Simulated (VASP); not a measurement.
BaTe: single point with PBE

BaTe:

```xyz
2
Lattice="0.0000 3.4213 3.4213 3.4213 0.0000 3.4213 3.4213 3.4213 0.0000" Properties=species:S:1:pos:R:3 pbc="T T T"
Ba    3.4213    3.4213    3.4213
Te    0.0000    0.0000    0.0000
```

```json
{"Program": "VASP 6.6.1", "Task": "single point", "Functional": "PBE", "Potentials or basis": "VASP PAW PBE potentials, release 64 (Ba_sv, Te)", "Cutoff": "520 eV", "k mesh": "8 × 8 × 8", "Occupations": "gaussian, width 0.05 eV", "Spin": "no spin polarisation", "Dipole correction": "no", "Further INCAR settings": "ALGO = Normal; EDIFF = 1e-06; NBANDS = 15"}
```

| Quantity | Value |
| --- | --- |
| Pressure | 3.8 GPa |
| Band gap on the k mesh | 1.35 eV, indirect (least direct gap 1.74 eV) |

Levels at points of the mesh, in eV from the valence-band top:
```tsv
k point	band 5	band 6	band 7	band 8	band 9	band 10	band 11	band 12
(0.00, 0.00, 0.00)	-9.70	0.00	0.00	0.00	2.87	2.87	2.87	3.19
(0.50, 0.00, 0.00)	-8.75	-2.43	-1.28	-1.28	4.28	4.92	5.03	5.03
(0.50, 0.50, 0.00)	-9.48	-1.15	-0.38	-0.38	1.36	4.54	4.95	5.91
```

Wall time 30 s on 1 thread of Intel(R) Xeon(R) Platinum 8259CL CPU @ 2.50GHz (Skylake/Cascade Lake), with other jobs on the host, peak memory 0.22 GiB.

Caveat: spin-orbit coupling is left out, which moves the levels of the heavy elements. A k mesh can miss the band edges.
